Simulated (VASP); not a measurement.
# Na in VASP: notebook, part 2 of 2

VASP 6.6.1.

## Step 4: Electric field gradients, PBEsol (equal xx and yy strain of +3 %)

INCAR reads:

```
SYSTEM = Na
  PREC = Accurate
  ENCUT = 520
  EDIFF = 1E-8
  ISMEAR = -1
  SIGMA = 0.05
  LREAL = .False.
  LASPH = .True.
  NELM = 100
  ALGO = Normal
  ISIF = 2
  LWAVE = .False.
  LCHARG = .False.
  GGA = PS
  LEFG = .True.
  NBANDS = 10
```

KPOINTS reads:

```
regular mesh
0
Gamma
  12 12 12
  0 0 0
```

POSCAR reads:

```
Na
1.0
   -2.1810250000      2.1810250000      2.1175000000
    2.1810250000     -2.1810250000      2.1175000000
    2.1810250000      2.1810250000     -2.1175000000
Na
1
Direct
    0.0000000000      0.0000000000      0.0000000000
```

Potentials or basis: VASP PAW PBE potentials, release 64 (Na_pv).

The run is started by

```console
$ cat potpaw_PBE.64/Na_pv/POTCAR > POTCAR
$ mpirun -np 1 vasp_std > vasp.out
```

OUTCAR:

```text
SYSTEM = Na
   PREC = Accurate
   ENCUT = 520
   EDIFF = 1E-8
   ISMEAR = -1
   LREAL = .False.
   LASPH = .True.
   NELM = 100
   ISIF = 2
   GGA = PS

 ion  position               nearest neighbor table
   1  0.000  0.000  0.000-

  LATTYP: Found a body centered tetragonal cell.
 ALAT       =     4.3620500000
 C/A-ratio  =     0.9708737864

  Lattice vectors:

 A1 = (  -2.1810250000,   2.1810250000,   2.1175000000)
 A2 = (   2.1810250000,  -2.1810250000,   2.1175000000)
 A3 = (   2.1810250000,   2.1810250000,  -2.1175000000)

Analysis of symmetry for initial positions (statically):
=====================================================================
 Subroutine PRICEL returns:
 Original cell was already a primitive cell.

 Routine SETGRP: Setting up the symmetry group for a
 body centered tetragonal supercell.

 Subroutine GETGRP returns: Found 16 space group operations
 (whereof 16 operations were pure point group operations)
[... 491 lines left out ...]

 VOLUME and BASIS-vectors are now :
 -----------------------------------------------------------------------------
  energy-cutoff  :      520.00
  volume of cell :       40.29
      direct lattice vectors                 reciprocal lattice vectors
    -2.181025000  2.181025000  2.117500000     0.000000000  0.229250009  0.236127509
     2.181025000 -2.181025000  2.117500000     0.229250009  0.000000000  0.236127509
     2.181025000  2.181025000 -2.117500000     0.229250009  0.229250009  0.000000000

 POSITION                                       TOTAL-FORCE (eV/Angst)
 -----------------------------------------------------------------------------------
      0.00000      0.00000      0.00000        -0.000000      0.000000      0.000000
 -----------------------------------------------------------------------------------
    total drift:                               -0.000000     -0.000000     -0.000000

  FREE ENERGIE OF THE ION-ELECTRON SYSTEM (eV)
  ---------------------------------------------------
  free  energy   TOTEN  =        -1.3907753895 eV

  energy  without entropy=       -1.3857082406  energy(sigma->0) =       -1.38824182

 Electric field gradients (V/A^2)
---------------------------------------------------------------------
 ion       V_xx      V_yy      V_zz      V_xy      V_xz      V_yz
---------------------------------------------------------------------
   1      -0.080    -0.080     0.159     0.001     0.001     0.001
---------------------------------------------------------------------

 Electric field gradients after diagonalization (V/A^2)
 (convention: |V_zz| > |V_xx| > |V_yy|)
----------------------------------------------------------------------
 ion       V_xx      V_yy      V_zz     asymmetry (V_yy - V_xx)/ V_zz
----------------------------------------------------------------------
   1      -0.081    -0.078     0.159       0.016
----------------------------------------------------------------------

           NMR quadrupolar parameters

 Cq : quadrupolar parameter    Cq=e*Q*V_zz/h
 eta: asymmetry parameters     (V_yy - V_xx)/ V_zz
 Q  : nuclear electric quadrupole moment in mb (millibarn)
----------------------------------------------------------------------
 ion       Cq(MHz)       eta       Q (mb)
----------------------------------------------------------------------
   1       0.000       0.016       1.000
----------------------------------------------------------------------
```

OSZICAR:

```text
N       E                     dE             d eps       ncg     rms          rms(c)
DAV:   1     0.278250393500E+02    0.27825E+02   -0.37302E+03  3268   0.568E+02
DAV:   2    -0.751431722713E+00   -0.28576E+02   -0.28457E+02  3392   0.148E+02
DAV:   3    -0.138698714748E+01   -0.63556E+00   -0.63510E+00  3934   0.239E+01
DAV:   4    -0.139247648907E+01   -0.54893E-02   -0.54890E-02  3908   0.220E+00
DAV:   5    -0.139255891788E+01   -0.82429E-04   -0.82427E-04  3764   0.260E-01    0.230E-01
DAV:   6    -0.139114484009E+01    0.14141E-02   -0.27274E-03  3804   0.756E-01    0.141E-01
DAV:   7    -0.139082976530E+01    0.31507E-03   -0.25388E-03  3664   0.650E-01    0.460E-02
DAV:   8    -0.139077482801E+01    0.54937E-04   -0.20882E-04  3734   0.250E-01    0.224E-03
DAV:   9    -0.139077519625E+01   -0.36824E-06   -0.79728E-07  3738   0.947E-03    0.122E-03
DAV:  10    -0.139077539243E+01   -0.19618E-06   -0.38629E-08  3714   0.147E-03    0.129E-04
DAV:  11    -0.139077538951E+01    0.29194E-08   -0.12338E-09  2262   0.534E-04
   1 F= -.13907754E+01 E0= -.13882418E+01  d E =-.506715E-02
```

stdout:

```text
POSCAR found type information on POSCAR Na
 POSCAR found :  1 types and       1 ions
 scaLAPACK will be used
 -----------------------------------------------------------------------------
|                                                                             |
|                                                                             |
|     You enforced a specific xc type in the INCAR file but a different       |
|     I HOPE YOU KNOW WHAT YOU ARE DOING!                                     |
|                                                                             |
 -----------------------------------------------------------------------------

 LDA part: xc-table for (Slater+PW92), standard interpolation
 POSCAR, INCAR and KPOINTS ok, starting setup
 FFT: planning ... GRIDC
 FFT: planning ... GRID_SOFT
 FFT: planning ... GRID
 WAVECAR not read
 entering main loop
ion   1
```

Run time: 15 s. Hardware: 1 thread of Intel Xeon 6975P-C (Granite Rapids), shared host; peak memory 0.18 GiB.

What came out:

| Item | Value |
| --- | --- |
| Free energy | -1.3908 eV |
| Pressure | -0.7 GPa |
| Band gap on the k mesh | zero (an odd number of electrons rules out a gap without spin polarisation) |
| Largest electric field gradient by atom | Na +0.16 V/Å² |

Caveat: the cell differs from its parent crystal (equal xx and yy strain of +3 %); without QUAD_EFG the Cq values of the log hold for a quadrupole moment of 1 mb, not for the nuclei; the PAW data sets were made with another functional, which shifts forces and pressure a little.

## Step 5: Electric field gradients, PBEsol (equal xy, yz and zx shear strains of -2 %)

INCAR reads:

```
SYSTEM = Na
PREC     = Accurate       ! precision mode
ENCUT    = 520            ! plane-wave cutoff, eV
EDIFF    = 1E-8           ! SCF threshold, eV
ISMEAR   = -1             ! smearing method
SIGMA    = 0.05           ! smearing width, eV
LREAL    = .FALSE.        ! projectors in reciprocal space
LASPH    = .TRUE.         ! aspherical terms in the spheres
NELM     = 100            ! most SCF steps
ALGO     = Normal         ! electronic algorithm
ISIF     = 2              ! what is computed and relaxed
LWAVE    = .FALSE.        ! write WAVECAR
LCHARG   = .FALSE.        ! write CHGCAR
GGA      = PS             ! functional
LEFG     = .TRUE.       
NBANDS   = 10             ! bands
```

KPOINTS reads:

```
Automatic mesh
0
G
  12 12 12
  0 0 0
```

POSCAR reads:

```
Na
1.0
   -2.1598500000      2.1175000000      2.1175000000
    2.1175000000     -2.1598500000      2.1175000000
    2.1175000000      2.1175000000     -2.1598500000
Na
1
Direct
    0.0000000000      0.0000000000      0.0000000000
```

Potentials or basis: VASP PAW PBE potentials, release 64 (Na_pv).

The run is started by

```console
$ cat potpaw_PBE.64/Na_pv/POTCAR > POTCAR
$ mpirun -np 1 vasp_std > vasp.out
```

OUTCAR:

```text
SYSTEM = Na
   PREC = Accurate
   ENCUT = 520
   EDIFF = 1E-8
   ISMEAR = -1
   LREAL = .FALSE.
   LASPH = .TRUE.
   NELM = 100
   ISIF = 2
   GGA = PS

 ion  position               nearest neighbor table
   1  0.000  0.000  0.000-

  LATTYP: Found a trigonal (rhomboedric) cell.
 ALAT       =     3.6922302911
 COS(alpha) =    -0.3420602552

  Lattice vectors:

 A1 = (  -2.1598500000,   2.1175000000,   2.1175000000)
 A2 = (   2.1175000000,  -2.1598500000,   2.1175000000)
 A3 = (   2.1175000000,   2.1175000000,  -2.1598500000)

Analysis of symmetry for initial positions (statically):
=====================================================================
 Subroutine PRICEL returns:
 Original cell was already a primitive cell.

 Routine SETGRP: Setting up the symmetry group for a
 trigonal (rhombohedral) supercell.

 Subroutine GETGRP returns: Found 12 space group operations
 (whereof 12 operations were pure point group operations)
 out of a pool of 12 trial point group operations.

The static configuration has the point symmetry D_3d.

Analysis of symmetry for dynamics (positions and initial velocities):
=====================================================================
 Subroutine PRICEL returns:
 Original cell was already a primitive cell.

 Routine SETGRP: Setting up the symmetry group for a
 trigonal (rhombohedral) supercell.

 Subroutine GETGRP returns: Found 12 space group operations
 (whereof 12 operations were pure point group operations)
 out of a pool of 12 trial point group operations.

The dynamic configuration has the point symmetry D_3d.

 Subroutine INISYM returns: Found 12 space group operations
 (whereof 12 operations are pure point group operations),
 and found     1 'primitive' translations

----------------------------------------------------------------------------------------

                                     Primitive cell

  volume of cell :      37.9664

  direct lattice vectors                    reciprocal lattice vectors
    -2.159850000  2.117500000  2.117500000     0.004771217  0.238560829  0.238560829
     2.117500000 -2.159850000  2.117500000     0.238560829  0.004771217  0.238560829
     2.117500000  2.117500000 -2.159850000     0.238560829  0.238560829  0.004771217

  length of vectors
     3.692230291  3.692230291  3.692230291     0.337409696  0.337409696  0.337409696

  position of ions in fractional coordinates (direct lattice)
     0.000000000  0.000000000  0.000000000

  ion indices of the primitive-cell ions
   primitive index   ion index
                 1           1

----------------------------------------------------------------------------------------

 KPOINTS: Automatic mesh

Automatic generation of k-mesh.
 Grid dimensions read from file:
 generate k-points for:   12   12   12

 Generating k-lattice:

[... 62 lines left out ...]
   LREAL  =      F    real-space projection
   EDIFFG = 0.1E-06   stopping-criterion for IOM
   NSW    =      0    number of steps for IOM
   IBRION =     -1    ionic relax: 0-MD 1-quasi-New 2-CG
   NFREE  =      0    steps in history (QN), initial steepest desc. (CG)
   ISIF   =      2    stress and relaxation
   ISYM   =      2    0-nonsym 1-usesym 2-fastsym
   POTIM  = 0.5000    time-step for ionic-motion
   TEBEG  =    0.0;   TEEND  =   0.0 temperature during run
   PSTRESS=    0.0 pullay stress
   NELECT =       7.0000    total number of electrons
   NUPDOWN=      -1.0000    fix difference up-down
   EMIN   =  10.00;   EMAX   =-10.00  energy-range for DOS
   EFERMI =   0.00;   METHOD = LEGACY
   ISMEAR =    -1;   SIGMA  =   0.05  broadening in eV -4-tet -1-fermi 0-gaus
   EFERMI_NEDOS =   21; number of points for ismear=-14 and -15
   IALGO  =     38    algorithm
   IMIX   =      4    mixing-type and parameters
     AMIX     =   0.40;   BMIX     =  1.00
     AMIX_MAG =   1.60;   BMIX_MAG =  1.00
  volume/ion in A,a.u.               =      37.97       256.21
  Fermi-wavevector in a.u.,A,eV,Ry     =   0.931768  1.760786 11.812466  0.868192
  Thomas-Fermi vector in A             =   2.058296
   LORBIT       =      0    0 simple, 1 ext, 2 COOP (PROOUT), +10 PAW based schemes
   GGA     = PS    functional components
   LHFCALC =     F    Hartree Fock is set to
   AEXX    =    0.0000 exact exchange contribution
   IVDW    =     0    specifies the selected vdW correction
   LEPSILON=     F    determine dielectric tensor
   LRPA    =     F    only Hartree local field effects (RPA)
 non-spin polarized calculation
  energy-cutoff  :      520.00
  volume of cell :       37.97
 maximum number of plane-waves:      1038
   NGX = 13   NGY = 13   NGZ = 13

 number of electron       7.0000006 magnetization

 Free energy of the ion-electron system (eV)
  ---------------------------------------------------
  ext. energy  EPLUGINS =         0.00000000
  ---------------------------------------------------
  free energy    TOTEN  =        -1.39723459 eV

  energy without entropy =       -1.39212828  energy(sigma->0) =       -1.39468144

 E-fermi :   0.2038     XC(G=0):  -6.4384

 val. band max:        0.1794593827   @ k =  -0.2500   0.4167   0.1667
 cond. band min:       0.2142073927   @ k =   0.5000   0.3333   0.1667
 fundamental gap:      0.0347480101
 Fermi energy:         0.2038246422

 k-point     1 :       0.0000    0.0000    0.0000
  band No.  band energies     occupation
      1     -24.5675      2.00000
      2     -24.5667      2.00000
      3     -24.5667      2.00000
      4      -2.9883      2.00000
      5      11.7144      0.00000
      6      11.7738      0.00000
      7      11.7738      0.00000
      8      12.9140      0.00000
      9      12.9141      0.00000
     10      13.0483      0.00000
[... 287 lines left out ...]
 k-point    24 :      -0.4167    0.1667    0.0000
  band No.  band energies     occupation
      1     -24.5915      2.00000
      2     -24.5782      2.00000
      3     -24.5690      2.00000
      4      -0.7498      2.00000
      5       4.7728      0.00000
      6       5.9843      0.00000
      7       8.6692      0.00000
      8      11.2820      0.00000
      9      12.5742      0.00000
     10      14.1876      0.00000

 [... further k-points ...]
[... 5 lines left out ...]
  --------------------------------------------------------------------------------------
  -------------------------------------------------------------------------------------
  Total       -0.0755654     -0.0755654     -0.0755654      0.0218126      0.0218126      0.0218126
  in kB       -3.1888532     -3.1888532     -3.1888532      0.9204884      0.9204884      0.9204884
  external PRESSURE =      -3.1888532 kB  Pullay stress =       0.0000000 kB

 VOLUME and BASIS-vectors are now :
 -----------------------------------------------------------------------------
  energy-cutoff  :      520.00
  volume of cell :       37.97
      direct lattice vectors                 reciprocal lattice vectors
    -2.159850000  2.117500000  2.117500000     0.004771217  0.238560829  0.238560829
     2.117500000 -2.159850000  2.117500000     0.238560829  0.004771217  0.238560829
     2.117500000  2.117500000 -2.159850000     0.238560829  0.238560829  0.004771217

 POSITION                                       TOTAL-FORCE (eV/Angst)
 -----------------------------------------------------------------------------------
      0.00000      0.00000      0.00000         0.000000     -0.000000     -0.000000
 -----------------------------------------------------------------------------------
    total drift:                               -0.000000     -0.000000     -0.000000

  FREE ENERGIE OF THE ION-ELECTRON SYSTEM (eV)
  ---------------------------------------------------
  free  energy   TOTEN  =        -1.3972345932 eV

  energy  without entropy=       -1.3921282776  energy(sigma->0) =       -1.39468144

 Electric field gradients (V/A^2)
---------------------------------------------------------------------
 ion       V_xx      V_yy      V_zz      V_xy      V_xz      V_yz
---------------------------------------------------------------------
   1       0.000     0.000     0.000     0.240     0.240     0.240
---------------------------------------------------------------------

 Electric field gradients after diagonalization (V/A^2)
 (convention: |V_zz| > |V_xx| > |V_yy|)
----------------------------------------------------------------------
 ion       V_xx      V_yy      V_zz     asymmetry (V_yy - V_xx)/ V_zz
----------------------------------------------------------------------
   1      -0.240    -0.240     0.480       0.000
----------------------------------------------------------------------

           NMR quadrupolar parameters

 Cq : quadrupolar parameter    Cq=e*Q*V_zz/h
 eta: asymmetry parameters     (V_yy - V_xx)/ V_zz
 Q  : nuclear electric quadrupole moment in mb (millibarn)
----------------------------------------------------------------------
 ion       Cq(MHz)       eta       Q (mb)
----------------------------------------------------------------------
   1       0.001       0.000       1.000
----------------------------------------------------------------------
```

It took 17 s on 1 thread of Intel Xeon 6975P-C (Granite Rapids), shared host; peak memory 0.19 GiB.

Results:

| Item | Value |
| --- | --- |
| Free energy | -1.3972 eV |
| Pressure | -0.3 GPa |
| Band gap on the k mesh | zero (an odd number of electrons rules out a gap without spin polarisation) |
| Largest electric field gradient by atom | Na +0.5 V/Å² |

Electric field gradients, principal values (V/Å²):
```csv
atom,least,middle,greatest (by size)
1 Na,-0.240,-0.240,0.480
```

Caveat: the cell differs from its parent crystal (equal xy, yz and zx shear strains of -2 %); without QUAD_EFG the Cq values of the log hold for a quadrupole moment of 1 mb, not for the nuclei; the PAW data sets were made with another functional, which shifts forces and pressure a little.

## Step 6: The runs side by side

| cell | gap on the mesh (eV) | pressure (GPa) |
| --- | --- | --- |
| a = 3.643 Å, angles 109.7, 109.7, 108.9°, 1 atom | none | -0.2 |
| a = 3.741 Å, angles 108.7, 108.7, 111.1°, 1 atom | none | -0.7 |
| a = 3.692 Å, angles 110.0°, 1 atom | none | -0.3 |

Alike in all rows: task electric field gradients; level PBEsol; potentials or basis VASP PAW PBE potentials, release 64 (Na_pv); no spin polarisation; k mesh 12 × 12 × 12; cutoff (eV) 520; smearing fermi-dirac 0.05 eV.

Caveats: the PAW data sets were made with another functional, which shifts forces and pressure a little.

Total energies depend on the potentials used, so only differences within one code and one set of settings carry meaning.
